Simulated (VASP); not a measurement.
Here is a VASP 6.6.1 calculation.

The input INCAR:

```
SYSTEM = BaTiO3
PREC = Accurate ; ENCUT = 520
EDIFF = 1E-8 ; ISMEAR = -1
SIGMA = 0.05 ; LREAL = .False.
LASPH = .True. ; NELM = 60
ALGO = Normal ; ISIF = 2
LWAVE = .False. ; LCHARG = .False.
LEFG = .True. ; NBANDS = 28
```

File KPOINTS:

```
Automatic mesh
0
Gamma
  9 9 9
  0 0 0
```

The input POSCAR:

```
BaTiO3
1.0
    2.8831267109      1.6645739827      2.3631888664
   -2.8831267109      1.6645739827      2.3631888664
    0.0000000000     -3.3291479653      2.3631888664
Ba Ti O
1 1 3
Direct
    0.0000000000      0.0000000000      0.0000000000
    0.5140000000      0.5140000000      0.5140000000
    0.4916000000      0.4916000000      0.9815000000
    0.4916000000      0.9815000000      0.4916000000
    0.9815000000      0.4916000000      0.4916000000
```

Potentials or basis: VASP PAW LDA potentials, release 64 (Ba_sv, Ti_sv, O).

Run with:

```bash
$ cat potpaw_LDA.64/Ba_sv/POTCAR potpaw_LDA.64/Ti_sv/POTCAR potpaw_LDA.64/O/POTCAR > POTCAR
$ mpirun -np 1 vasp_std > vasp.out
```

Q: Predict the pressure.

A: -12.5 GPa.

Q: Estimate the band gap on the k mesh.

A: 2.16 eV (least direct gap 2.55 eV).

Q: What does it give for the largest force?

A: 0.555 eV/Å.

Forces on the atoms (eV/Å):
```
Ba   0.000  0.000  0.117
Ti   0.000  0.000  0.555
O    0.000  0.258 -0.224
O    0.224 -0.129 -0.224
O   -0.224 -0.129 -0.224
```

Caveat: the cell stands under tension; without QUAD_EFG the Cq values of the log hold for a quadrupole moment of 1 mb, not for the nuclei; spin-orbit coupling is left out, which moves the levels of the heavy elements; an odd mesh through Γ misses points on the zone boundary, where band edges can lie.
